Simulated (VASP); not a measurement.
The system is Zr2Pd2Se.

```
CELL_PARAMETERS angstrom
3.94927 0.00000 0.00000
-1.97463 3.42016 0.00000
0.00000 0.00000 7.54408
ATOMIC_POSITIONS crystal
Zr 0.00000 0.00000 0.34355
Zr 0.00000 0.00000 0.65645
Pd 0.33333 0.66667 0.50000
Pd 0.66667 0.33333 0.50000
Se 0.00000 0.00000 0.00000
```

The cell was built from a structure type or drawn by symmetry, and may not be a known phase.

```yaml
Program: VASP 6.6.1
Task: relaxation of cell and atoms
Functional: PBE
Potentials_or_basis: VASP PAW PBE potentials, release 64 (Zr_sv, Pd, Se)
Cutoff: 600 eV
k_mesh: 6 × 6 × 2
Occupations: gaussian, width 0.1 eV
Spin: no spin polarisation
```

At the start: pressure 54.6 GPa; volume 20.38 Å³/atom.

Task: How do energy, volume and symmetry change on relaxing?

Result: Over 9 steps the energy falls by 1245.5 meV/atom and the volume is 27.31 Å³/atom (+34.0 %); space group P6/mmm (No. 191, to 0.1 Å) before and after.

Step by step:
```
step  energy change (eV)  largest force (eV/Å)  pressure (GPa)  volume (Å³)
   1              0.0000                8.4970           54.60       101.90
   2              1.1572                2.5625           -9.61       238.82
   3             -6.0702                0.7884           -4.44       145.43
   4             -6.1872                0.3989           -2.43       140.94
   5             -6.2226                0.0300           -0.08       136.72
   6             -6.2223                0.0526           -0.53       137.48
   7             -6.2256                0.2077            0.09       136.68
   8             -6.2263                0.1621           -0.10       136.91
   9             -6.2275                0.0299            0.14       136.57
```

Final structure:
```
Zr Pd Se
1.0
     4.48463    0.00000    0.00000
    -2.24232    3.88380    0.00000
     0.00000    0.00000    7.84096
Zr Pd Se
2 2 1
Direct
  0.00000 0.00000 0.32260
  0.00000 0.00000 0.67740
  0.33333 0.66667 0.50000
  0.66667 0.33333 0.50000
  0.00000 0.00000 0.00000
```

Caveat: the k points lie up to 0.40 Å⁻¹ apart in the final cell; the volume moved by over 15 % at a fixed basis, so the end points are rough.
